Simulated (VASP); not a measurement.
HfBe2Si2:

```
CELL_PARAMETERS angstrom
0.00000 2.32110 5.57317
2.30966 0.00000 5.57317
2.30966 2.32110 0.00000
ATOMIC_POSITIONS crystal
Hf 0.50000 0.50000 0.50000
Be 0.25000 0.25000 0.25000
Be 0.75000 0.75000 0.75000
Si 0.14280 0.14280 0.85720
Si 0.85720 0.85720 0.14280
```

The cell was generated, and may not be a known phase.

- Program: VASP 6.6.1
- Task: relaxation of cell and atoms
- Functional: PBE
- Potentials or basis: VASP PAW PBE potentials, release 64 (Hf_pv, Be, Si)
- Cutoff: 600 eV
- k mesh: 6 × 6 × 6
- Occupations: gaussian, width 0.1 eV
- Spin: no spin polarisation

At the start: pressure 30.3 GPa; volume 11.95 Å³/atom.

Question: Where does the relaxation end?

Answer: Over 16 steps the energy falls by 506.9 meV/atom and the volume is 13.43 Å³/atom (+12.4 %); space group I4/mmm (No. 139, to 0.1 Å) before and after.

Step by step:
```csv
step,energy change (eV),largest force (eV/Å),pressure (GPa),volume (Å³)
1,0.0000,4.4823,30.28,59.76
2,-1.3412,0.5936,-13.89,81.47
3,-1.6902,1.3630,-4.82,73.36
4,-1.6906,1.4055,-4.36,73.07
5,-1.9321,1.0458,-2.03,70.49
6,-1.9223,1.4344,10.29,63.96
7,-2.0792,0.5099,1.43,67.92
8,-2.0975,0.0272,3.87,66.56
9,-2.1993,0.8215,3.30,66.54
10,-2.2050,1.0362,3.32,66.53
11,-2.3558,0.7769,-0.45,68.04
12,-2.4398,0.5188,-6.24,71.00
13,-2.4503,0.5827,-4.77,70.14
14,-2.5270,0.2371,-1.57,68.00
15,-2.5290,0.1715,-0.95,67.62
16,-2.5347,0.0002,-0.08,67.16
```

Final structure:
```
Hf Be Si
1.0
     0.00000    2.57378    5.06418
     2.57621    0.00000    5.06418
     2.57621    2.57378    0.00000
Hf Be Si
1 2 2
Direct
  0.50000 0.50000 0.50000
  0.25000 0.25000 0.25000
  0.75000 0.75000 0.75000
  0.11563 0.11563 0.88437
  0.88437 0.88437 0.11563
```
